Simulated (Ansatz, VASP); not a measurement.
# AlNi3: VASP beside Ansatz

```
Ni Al
1.0
     3.52305    0.00000    0.00000
     0.00000    3.52305    0.00000
     0.00000    0.00000    3.52305
Ni Al
3 1
Direct
  0.50000 0.50000 0.00000
  0.50000 0.00000 0.50000
  0.00000 0.50000 0.50000
  0.00000 0.00000 0.00000
```

Alike in both runs: task single point; functional PBE; k mesh 8 × 8 × 8; occupations fermi-dirac, width 0.05 eV; collinear spin.

```csv
,VASP,Ansatz
version,VASP 6.6.1,Ansatz 0.2.0
potentials or method,"VASP PAW PBE potentials, release 64 (Ni, Al)",Ansatz PAW
plane-wave cutoff (eV),520,420
valence electrons in the cell,33,57
```

```csv
,VASP,Ansatz,Ansatz less VASP
gap on the k mesh at the Fermi level (eV),none,none,-
pressure (GPa),7.3,7.3,+0.04
net moment per atom (μB),0.17,0.18,+0.009
size of the moment on the site where the two differ most (μB),0.24,0.26,+0.023
```

Site moments also hang on the region over which each program counts them. A gap of «none» marks a metal or a gap that the smearing closes. VASP's potentials hold 33 valence electrons a cell and Ansatz's 57, so a difference there can come from the potentials and not from the codes.
